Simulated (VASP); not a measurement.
# Fe (Im-3m) in VASP: notebook

Fe is run at these levels: PBEsol, PBE, PBEsol-based screened hybrid, r2SCAN50; tasks: single point.

All numbers are computed with VASP 6.6.1; they aren't measurements. Logs are shortened: lines on timing, memory, paths and dates and some standing lists are left out, and cuts for length are marked.

**1. The cell of the first run**

Symmetry: Im-3m, No. 229, cubic system. The conventional cell has a = 2.886 Å, b = 2.886 Å, c = 2.886 Å, α = 90.00°, β = 90.00°, γ = 90.00°. Fe (site symmetry m-3m) has 14 Fe at 2.50 to 2.89 Å within 3.3 Å.

**2. Single point, PBEsol, collinear spin, ferromagnetic start**

Input file INCAR:

```
SYSTEM = Fe
  ALGO = Normal
  EDIFF = 1E-6
  ENCUT = 600
  GGA = PS
  GGA_COMPAT = .FALSE.
  ISIF = 2
  ISMEAR = -1
  ISPIN = 2
  LASPH = .TRUE.
  LCHARG = .FALSE.
  LMAXMIX = 4
  LORBIT = 11
  LREAL = .FALSE.
  LWAVE = .FALSE.
  MAGMOM = 1.5
  NBANDS = 18
  NELM = 200
  NUPDOWN = 1.5
  PREC = Accurate
  SIGMA = 0.05
```

Input file KPOINTS:

```
k-points
0
G
  11 11 11
  0 0 0
```

Input file POSCAR:

```
Fe
1.0
   -1.4430000000      1.4430000000      1.4430000000
    1.4430000000     -1.4430000000      1.4430000000
    1.4430000000      1.4430000000     -1.4430000000
Fe
1
Direct
    0.0000000000      0.0000000000      0.0000000000
```

Potentials or basis: VASP PAW PBE potentials, release 64 (Fe_sv).

Launch:

```sh
$ cat potpaw_PBE.64/Fe_sv/POTCAR > POTCAR
$ mpirun -np 1 vasp_std > vasp.out
```

OUTCAR:

```text
SYSTEM = Fe
   EDIFF = 1E-6
   ENCUT = 600
   GGA = PS
   ISIF = 2
   ISMEAR = -1
   ISPIN = 2
   LASPH = .TRUE.
   LORBIT = 11
   LREAL = .FALSE.
   NELM = 200
   NUPDOWN = 1.5
   PREC = Accurate

 ion  position               nearest neighbor table
   1  0.000  0.000  0.000-

  LATTYP: Found a body centered cubic cell.
 ALAT       =     2.8860000000

  Lattice vectors:

 A1 = (  -1.4430000000,   1.4430000000,   1.4430000000)
 A2 = (   1.4430000000,  -1.4430000000,   1.4430000000)
 A3 = (   1.4430000000,   1.4430000000,  -1.4430000000)

Analysis of symmetry for initial positions (statically):
=====================================================================
 Subroutine PRICEL returns:
 Original cell was already a primitive cell.

 Routine SETGRP: Setting up the symmetry group for a
 body centered cubic supercell.

 Subroutine GETGRP returns: Found 48 space group operations
 (whereof 48 operations were pure point group operations)
 out of a pool of 48 trial point group operations.

The static configuration has the point symmetry O_h .

Analysis of symmetry for dynamics (positions and initial velocities):
=====================================================================
 Subroutine PRICEL returns:
 Original cell was already a primitive cell.

 Routine SETGRP: Setting up the symmetry group for a
 body centered cubic supercell.

 Subroutine GETGRP returns: Found 48 space group operations
 (whereof 48 operations were pure point group operations)
 out of a pool of 48 trial point group operations.

The dynamic configuration has the point symmetry O_h .

Analysis of structural, dynamic, and magnetic symmetry:
=====================================================================
 Subroutine PRICEL returns:
 Original cell was already a primitive cell.

 Routine SETGRP: Setting up the symmetry group for a
 body centered cubic supercell.

 Subroutine GETGRP returns: Found 48 space group operations
 (whereof 48 operations were pure point group operations)
 out of a pool of 48 trial point group operations.

The overall configuration has the point symmetry O_h .

 Subroutine INISYM returns: Found 48 space group operations
 (whereof 48 operations are pure point group operations),
 and found     1 'primitive' translations

----------------------------------------------------------------------------------------

                                     Primitive cell

  volume of cell :      12.0187

  direct lattice vectors                    reciprocal lattice vectors
    -1.443000000  1.443000000  1.443000000     0.000000000  0.346500347  0.346500347
     1.443000000 -1.443000000  1.443000000     0.346500347  0.000000000  0.346500347
     1.443000000  1.443000000 -1.443000000     0.346500347  0.346500347  0.000000000

  length of vectors
     2.499349315  2.499349315  2.499349315     0.490025489  0.490025489  0.490025489

  position of ions in fractional coordinates (direct lattice)
     0.000000000  0.000000000  0.000000000

  ion indices of the primitive-cell ions
   primitive index   ion index
                 1           1

----------------------------------------------------------------------------------------

 KPOINTS: k-points

Automatic generation of k-mesh.
 Grid dimensions read from file:
 generate k-points for:   11   11   11

 Generating k-lattice:

  Cartesian coordinates                     Fractional coordinates (reciprocal lattice)
     0.000000000  0.031500032  0.031500032     0.090909091  0.000000000  0.000000000
     0.031500032  0.000000000  0.031500032     0.000000000  0.090909091  0.000000000
     0.031500032  0.031500032  0.000000000     0.000000000  0.000000000  0.090909091

  Length of vectors
     0.044547772  0.044547772  0.044547772

  Shift w.r.t. Gamma in fractional coordinates (k-lattice)
     0.000000000  0.000000000  0.000000000

 Subroutine IBZKPT returns following result:
 ===========================================

 Found     56 irreducible k-points:

 Following reciprocal coordinates:
            Coordinates               Weight
  0.000000  0.000000  0.000000      1.000000
  0.090909  0.000000  0.000000     12.000000
  0.181818  0.000000  0.000000     12.000000
  0.272727  0.000000  0.000000     12.000000
  0.363636  0.000000  0.000000     12.000000
  0.454545  0.000000  0.000000     12.000000
[... 16 lines left out ...]
  0.272727  0.181818  0.090909     48.000000
  0.363636  0.181818  0.090909     24.000000
 [... further k-points ...]
   k-points           NKPTS =     56   k-points in BZ     NKDIM =     56   number of bands    NBANDS=     18
   number of dos      NEDOS =    301   number of ions     NIONS =      1
   total plane-waves  NPLWV =   8000
   dimension x,y,z NGX =    20 NGY =   20 NGZ =   20
   dimension x,y,z NGXF=    40 NGYF=   40 NGZF=   40
   ions per type =               1
   NGX,Y,Z   is equivalent  to a cutoff of  13.30, 13.30, 13.30 a.u.
   NGXF,Y,Z  is equivalent  to a cutoff of  26.61, 26.61, 26.61 a.u.
 SYSTEM =  Fe
   PREC   = accura    normal or accurate (medium, high low for compatibility)
   ISTART =      0    job   : 0-new  1-cont  2-samecut
   ICHARG =      2    charge: 1-file 2-atom 10-const
   ISPIN  =      2    spin polarized calculation?
   LNONCOLLINEAR =      F non collinear calculations
   LSORBIT =      F    spin-orbit coupling
   LASPH  =      T    aspherical Exc in radial PAW
   ENCUT  =  600.0 eV  44.10 Ry    6.64 a.u.   4.99  4.99  4.99*2*pi/ulx,y,z
   NELM   =    200;   NELMIN=  2; NELMDL= -5     # of ELM steps
   EDIFF  = 0.1E-05   stopping-criterion for ELM
   LREAL  =      F    real-space projection
   EDIFFG = 0.1E-04   stopping-criterion for IOM
   NSW    =      0    number of steps for IOM
   IBRION =     -1    ionic relax: 0-MD 1-quasi-New 2-CG
   NFREE  =      0    steps in history (QN), initial steepest desc. (CG)
   ISIF   =      2    stress and relaxation
   ISYM   =      2    0-nonsym 1-usesym 2-fastsym
   POTIM  = 0.5000    time-step for ionic-motion
   TEBEG  =    0.0;   TEEND  =   0.0 temperature during run
   PSTRESS=    0.0 pullay stress
   NELECT =      16.0000    total number of electrons
   NUPDOWN=       1.5000    fix difference up-down
   EMIN   =  10.00;   EMAX   =-10.00  energy-range for DOS
   EFERMI =   0.00;   METHOD = LEGACY
   ISMEAR =    -1;   SIGMA  =   0.05  broadening in eV -4-tet -1-fermi 0-gaus
   EFERMI_NEDOS =   21; number of points for ismear=-14 and -15
   IALGO  =     38    algorithm
   IMIX   =      4    mixing-type and parameters
     AMIX     =   0.40;   BMIX     =  1.00
     AMIX_MAG =   1.60;   BMIX_MAG =  1.00
  volume/ion in A,a.u.               =      12.02        81.11
  Fermi-wavevector in a.u.,A,eV,Ry     =   1.800923  3.403251 44.128101  3.243324
  Thomas-Fermi vector in A             =   2.861551
   LORBIT       =     11    0 simple, 1 ext, 2 COOP (PROOUT), +10 PAW based schemes
   GGA     = PS    functional components
   LHFCALC =     F    Hartree Fock is set to
   AEXX    =    0.0000 exact exchange contribution
   IVDW    =     0    specifies the selected vdW correction
   LEPSILON=     F    determine dielectric tensor
   LRPA    =     F    only Hartree local field effects (RPA)
 spin polarized calculation
  energy-cutoff  :      600.00
  volume of cell :       12.02
 maximum number of plane-waves:       414
   NGX =  9   NGY =  9   NGZ =  9

 number of electron      16.0000007 magnetization       1.5000001

 Free energy of the ion-electron system (eV)
  ---------------------------------------------------
  ext. energy  EPLUGINS =         0.00000000
  ---------------------------------------------------
  free energy    TOTEN  =        -8.78530729 eV

  energy without entropy =       -8.77275163  energy(sigma->0) =       -8.77902946

 E-fermi :  11.5022     XC(G=0): -13.5733

 val. band max:       11.4828938285   @ k =  -0.1818   0.2727   0.0909
 cond. band min:      10.9341209604   @ k =   0.4545   0.0909   0.0000
 fundamental gap:     -0.5487728681
 Fermi energy:        10.8095727580

 spin component 1

 k-point     1 :       0.0000    0.0000    0.0000
  band No.  band energies     occupation
      1     -76.4538      1.00000
      2     -42.4082      1.00000
      3     -42.4082      1.00000
      4     -42.4082      1.00000
      5       2.8812      1.00000
      6       9.1140      1.00000
[... 10 lines left out ...]
     17      42.0604      0.00000
     18      42.0604      0.00000

 k-point     2 :       0.0909    0.0000    0.0000
  band No.  band energies     occupation
      1     -76.4488      1.00000
      2     -42.4371      1.00000
      3     -42.4180      1.00000
      4     -42.4084      1.00000
      5       3.2062      1.00000
      6       9.0269      1.00000
[... 10 lines left out ...]
     17      41.3264      0.00000
     18      42.8862      0.00000
[... 442 lines left out ...]
 k-point    24 :       0.3636    0.1818    0.0909
  band No.  band energies     occupation
      1     -76.3877      1.00000
      2     -42.6918      1.00000
      3     -42.5645      1.00000
      4     -42.4614      1.00000
      5       7.4215      1.00000
      6       8.0264      1.00000
[... 10 lines left out ...]
     17      49.9885      0.00000
     18      50.2826      0.00000

 [... further k-points ...]

 spin component 2

 k-point     1 :       0.0000    0.0000    0.0000
  band No.  band energies     occupation
      1     -74.6066      1.00000
      2     -40.5942      1.00000
      3     -40.5942      1.00000
      4     -40.5942      1.00000
      5       2.9573      1.00000
      6      10.3092      1.00000
[... 10 lines left out ...]
     17      42.4240      0.00000
     18      42.4240      0.00000

 k-point     2 :       0.0909    0.0000    0.0000
  band No.  band energies     occupation
      1     -74.6013      1.00000
      2     -40.6255      1.00000
      3     -40.6048      1.00000
      4     -40.5944      1.00000
      5       3.2838      1.00000
      6      10.2101      1.00000
[... 10 lines left out ...]
     17      41.5098      0.00000
     18      43.1872      0.00000
[... 442 lines left out ...]
 k-point    24 :       0.3636    0.1818    0.0909
  band No.  band energies     occupation
      1     -74.5360      1.00000
      2     -40.9013      1.00000
      3     -40.7631      1.00000
      4     -40.6518      1.00000
      5       8.3085      1.00000
      6       9.0213      1.00000
[... 10 lines left out ...]
     17      49.9483      0.00000
     18      50.7045      0.00000

 [... further k-points ...]
[... 5 lines left out ...]
  --------------------------------------------------------------------------------------
  -------------------------------------------------------------------------------------
  Total       -2.3386842     -2.3386842     -2.3386842     -0.0000000     -0.0000000     -0.0000000
  in kB     -311.7619994   -311.7619994   -311.7619994     -0.0000000     -0.0000000     -0.0000000
  external PRESSURE =    -311.7619994 kB  Pullay stress =       0.0000000 kB

 VOLUME and BASIS-vectors are now :
 -----------------------------------------------------------------------------
  energy-cutoff  :      600.00
  volume of cell :       12.02
      direct lattice vectors                 reciprocal lattice vectors
    -1.443000000  1.443000000  1.443000000     0.000000000  0.346500347  0.346500347
     1.443000000 -1.443000000  1.443000000     0.346500347  0.000000000  0.346500347
     1.443000000  1.443000000 -1.443000000     0.346500347  0.346500347  0.000000000

 POSITION                                       TOTAL-FORCE (eV/Angst)
 -----------------------------------------------------------------------------------
      0.00000      0.00000      0.00000         0.000000      0.000000      0.000000
 -----------------------------------------------------------------------------------
    total drift:                                0.000000     -0.000000      0.000000

  FREE ENERGIE OF THE ION-ELECTRON SYSTEM (eV)
  ---------------------------------------------------
  free  energy   TOTEN  =        -8.7853072860 eV

  energy  without entropy=       -8.7727516320  energy(sigma->0) =       -8.77902946

 total charge

# of ion       s       p       d       tot
------------------------------------------
    1        2.177   6.025   5.498  13.699

 magnetization (x)

# of ion       s       p       d       tot
------------------------------------------
    1       -0.003  -0.011   1.556   1.543
```

It took 16 s on 1 thread of AMD EPYC 9R45 (Zen 5), shared host; peak memory 0.11 GiB.

What came out:

| Item | Value |
| --- | --- |
| Free energy | -8.7853 eV |
| Pressure | -31.2 GPa |
| Net moment | 1.50 μB per cell |
| Site moments | Fe +1.54 μB |
| Valence electrons inside the program's atomic spheres | Fe 13.70 |

Caveat: the PAW data sets were made with another functional, which shifts forces and pressure a little; the total moment is fixed, so each spin has its own Fermi level.

**3. Single point, PBE, collinear spin, ferromagnetic start**

Input file INCAR:

```
PREC = Accurate
ENCUT = 600
EDIFF = 1E-6
ISMEAR = -1
SIGMA = 0.05
LREAL = False
LASPH = True
NELM = 200
ALGO = Normal
ISIF = 2
LWAVE = False
LCHARG = False
ISPIN = 2
MAGMOM = 2.2
LORBIT = 11
NUPDOWN = 2.2
LMAXMIX = 4
GGA = PE
NBANDS = 18
GGA_COMPAT = False
```

Input file KPOINTS:

```
Automatic mesh
0
Gamma
  11 11 11
```

POSCAR is that of step 2.

Potentials or basis: VASP PAW PBE potentials, release 64 (Fe_sv).

Launch:

```sh
$ cat potpaw_PBE.64/Fe_sv/POTCAR > POTCAR
$ mpirun -np 1 vasp_std > vasp.out
```

Wall time 11 s (1 thread of Intel Xeon 6975P-C (Granite Rapids), shared host); peak memory 0.14 GiB.

Results (log left out):

```yaml
Free_energy: -8.3335 eV
Pressure: -13.8 GPa
Net_moment: 2.20 μB per cell
Site_moments: Fe +2.22 μB
Valence_electrons_inside_the_program's_atomic_spheres: Fe 13.71
```

Caveat: the total moment is fixed, so each spin has its own Fermi level.

**4. Single point, PBEsol-based screened hybrid, collinear spin, ferromagnetic start**

This run uses another cell than the first one, of 12.74 Å³/atom, 1.060 times its volume.

Input file POSCAR:

```
Fe
1.0
   -1.4713013028      1.4713013028      1.4713013028
    1.4713013028     -1.4713013028      1.4713013028
    1.4713013028      1.4713013028     -1.4713013028
Fe
1
Direct
    0.0000000000      0.0000000000      0.0000000000
```

Input file INCAR.step1:

```
PREC     = Accurate       # precision mode
ENCUT    = 520            # plane-wave cutoff, eV
EDIFF    = 1E-5           # SCF threshold, eV
ISMEAR   = -1             # smearing method
SIGMA    = 0.05           # smearing width, eV
LREAL    = False          # projectors in reciprocal space
LASPH    = True           # aspherical terms in the spheres
NELM     = 150            # most SCF steps
ALGO     = Normal         # electronic algorithm
ISIF     = 2              # what is computed and relaxed
LWAVE    = True           # write WAVECAR
LCHARG   = False          # write CHGCAR
ISPIN    = 2              # spin polarisation
MAGMOM   = 3              # initial moments
LORBIT   = 11             # projections on sites
LMAXMIX  = 4              # l up to which the mixer works
GGA      = PE             # functional
NBANDS   = 14             # bands
```

Input file INCAR.step2:

```
PREC     = Accurate       # precision mode
ENCUT    = 520            # plane-wave cutoff, eV
EDIFF    = 1E-6           # SCF threshold, eV
ISMEAR   = -1             # smearing method
SIGMA    = 0.05           # smearing width, eV
LREAL    = False          # projectors in reciprocal space
LASPH    = True           # aspherical terms in the spheres
NELM     = 150            # most SCF steps
ALGO     = Normal         # electronic algorithm
ISIF     = 2              # what is computed and relaxed
LWAVE    = False          # write WAVECAR
LCHARG   = False          # write CHGCAR
ISPIN    = 2              # spin polarisation
MAGMOM   = 3              # initial moments
LORBIT   = 11             # projections on sites
LMAXMIX  = 4              # l up to which the mixer works
GGA      = PS             # functional
LHFCALC  = True           # exact exchange
AEXX     = 0.25           # exact-exchange fraction
HFSCREEN = 0.207          # screening, 1/A
PRECFOCK = Normal       
ISTART   = 1            
NBANDS   = 14             # bands
```

Input file KPOINTS:

```
regular mesh
0
Gamma
  7 7 7
```

Potentials or basis: VASP PAW PBE potentials, release 64 (Fe).

Launch:

```sh
$ cat potpaw_PBE.64/Fe/POTCAR > POTCAR
$ cp INCAR.step1 INCAR
$ mpirun -np 1 vasp_std > vasp.out
$ cp INCAR.step2 INCAR
$ mpirun -np 1 vasp_std > vasp.out
```

Wall time 13 min (1 thread of Intel Xeon 6975P-C (Granite Rapids), shared host); peak memory 0.24 GiB.

It converged, with:

- Free energy: -11.9094 eV
- Pressure: -10.1 GPa
- Net moment: 2.89 μB per cell
- Site moments: Fe +2.98 μB
- Valence electrons inside the program's atomic spheres: Fe 7.08

Levels at points of the mesh, in eV from the Fermi level:
Spin up:
| k point | band 2 | band 3 | band 4 | band 5 | band 6 | band 7 | band 8 | band 9 |
| --- | --- | --- | --- | --- | --- | --- | --- | --- |
| (0.00, 0.00, 0.00) | -5.19 | -5.19 | -5.19 | -4.09 | -4.09 | 24.73 | 24.73 | 24.73 |
Spin down:
```csv
k point,band 1,band 2,band 3,band 4,band 5,band 6,band 7
"(0.00, 0.00, 0.00)",-9.64,0.91,0.91,0.91,3.40,3.40,24.09
```

Caveat: the k points lie up to 0.43 Å⁻¹ apart; the PAW data sets were made with another functional, which shifts forces and pressure a little.

**5. Single point, r2SCAN50, collinear spin, ferromagnetic start**

Input file POSCAR:

```
Fe
1.0
   -1.4430000000      1.4430000000      1.4430000000
    1.4430000000     -1.4430000000      1.4430000000
    1.4430000000      1.4430000000     -1.4430000000
Fe
1
Direct
    0.0000000000      0.0000000000      0.0000000000
```

Input file INCAR.step1:

```
SYSTEM = Fe
ALGO     = Normal         ! electronic algorithm
EDIFF    = 1E-5           ! SCF threshold, eV
ENCUT    = 520            ! plane-wave cutoff, eV
GGA      = PE             ! functional
ISIF     = 2              ! what is computed and relaxed
ISMEAR   = -1             ! smearing method
ISPIN    = 2              ! spin polarisation
LASPH    = .True.         ! aspherical terms in the spheres
LMAXMIX  = 4              ! l up to which the mixer works
LORBIT   = 11             ! projections on sites
LREAL    = .False.        ! projectors in reciprocal space
LWAVE    = .True.         ! write WAVECAR
MAGMOM   = 3              ! initial moments
NBANDS   = 14             ! bands
NELM     = 150            ! most SCF steps
PREC     = Accurate       ! precision mode
SIGMA    = 0.05           ! smearing width, eV
```

Input file INCAR.step2:

```
SYSTEM = Fe
AEXX     = 0.5            ! exact-exchange fraction
ALGO     = Normal         ! electronic algorithm
EDIFF    = 1E-6           ! SCF threshold, eV
ENCUT    = 520            ! plane-wave cutoff, eV
ISIF     = 2              ! what is computed and relaxed
ISMEAR   = -1             ! smearing method
ISPIN    = 2              ! spin polarisation
ISTART   = 1            
LASPH    = .True.         ! aspherical terms in the spheres
LCHARG   = .True.         ! write CHGCAR
LELF     = .True.         ! ELF
LHFCALC  = .True.         ! exact exchange
LMAXMIX  = 4              ! l up to which the mixer works
LMIXTAU  = .True.       
LORBIT   = 11             ! projections on sites
LREAL    = .False.        ! projectors in reciprocal space
LVHAR    = .True.       
LWAVE    = .False.        ! write WAVECAR
MAGMOM   = 3              ! initial moments
METAGGA  = R2SCAN         ! meta-GGA
NBANDS   = 14             ! bands
NELM     = 150            ! most SCF steps
PREC     = Accurate       ! precision mode
PRECFOCK = Normal       
SIGMA    = 0.05           ! smearing width, eV
```

Input file KPOINTS:

```
k-points
0
Gamma
  7 7 7
  0 0 0
```

Launch:

```sh
$ cat potpaw_PBE.64/Fe/POTCAR > POTCAR
$ cp INCAR.step1 INCAR
$ mpirun -np 1 vasp_std > vasp.out
$ cp INCAR.step2 INCAR
$ mpirun -np 1 vasp_std > vasp.out
```

It took 11 min on 1 thread of Intel Xeon 6975P-C (Granite Rapids), shared host; peak memory 0.14 GiB.

It converged, with:

| Property | Result |
| --- | --- |
| Free energy | -21.0789 eV |
| Pressure | 8.4 GPa |
| Net moment | 2.89 μB per cell |
| Site moments | Fe +3.02 μB |
| Valence electrons inside the program's atomic spheres | Fe 7.21 |

Levels at points of the mesh, in eV from the Fermi level:
Spin up:
| k point | band 3 | band 4 | band 5 | band 6 | band 7 | band 8 |
| --- | --- | --- | --- | --- | --- | --- |
| (0.00, 0.00, 0.00) | -9.66 | -9.66 | -8.57 | -8.57 | 27.00 | 27.00 |
Spin down:
```
           k point  band 1  band 2  band 3  band 4  band 5  band 6  band 7  band 8
(0.00, 0.00, 0.00)  -13.97    2.12    2.12    2.12    6.34    6.34   26.00   26.00
```

Caveat: the k points lie up to 0.44 Å⁻¹ apart; the PAW data sets were made with another functional, which shifts forces and pressure a little.

(Part 1 of 2 ends here.)
